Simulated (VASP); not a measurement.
Input of a VASP 6.6.1 run:

Contents of INCAR:

```
  ALGO = Normal
  EDIFF = 1E-6
  ENCUT = 520
  GGA = PE
  ISIF = 2
  ISMEAR = 0
  LASPH = True
  LCHARG = False
  LREAL = False
  LWAVE = False
  NBANDS = 11
  NELM = 100
  PREC = Accurate
  SIGMA = 0.05
```

KPOINTS

```
k-points
0
Gamma
  12 12 12
```

Contents of POSCAR:

```
BN
1.0
   -0.2038943003      1.8123937807      1.8123937807
    1.8123937807     -0.2038943003      1.8123937807
    1.6084994804      1.6084994804      0.0000000000
B N
1 1
Direct
    0.0000000000      0.0000000000      0.0000000000
    0.7500000000      0.7500000000      0.7500000000
```

Potentials or basis: VASP PAW PBE potentials, release 64 (B, N).

Command:

```bash
$ cat potpaw_PBE.64/B/POTCAR potpaw_PBE.64/N/POTCAR > POTCAR
$ mpirun -np 1 vasp_std > vasp.out
```

Question: What does it give for the pressure?

Answer: 24.0 GPa.

Question: Predict the band gap on the k mesh.

Answer: 1.86 eV (least direct gap 4.49 eV).

Question: Predict the largest force.

Answer: 0.545 eV/Å.

Forces on the atoms (eV/Å):
```
B    0.000  0.000  0.545
N    0.000  0.000 -0.545
```

Caveat: the cell differs from its parent crystal (engineering shear strain xz -0.2250, normal strain along z +0.0000); the cell stands under pressure. A k mesh can miss the band edges.
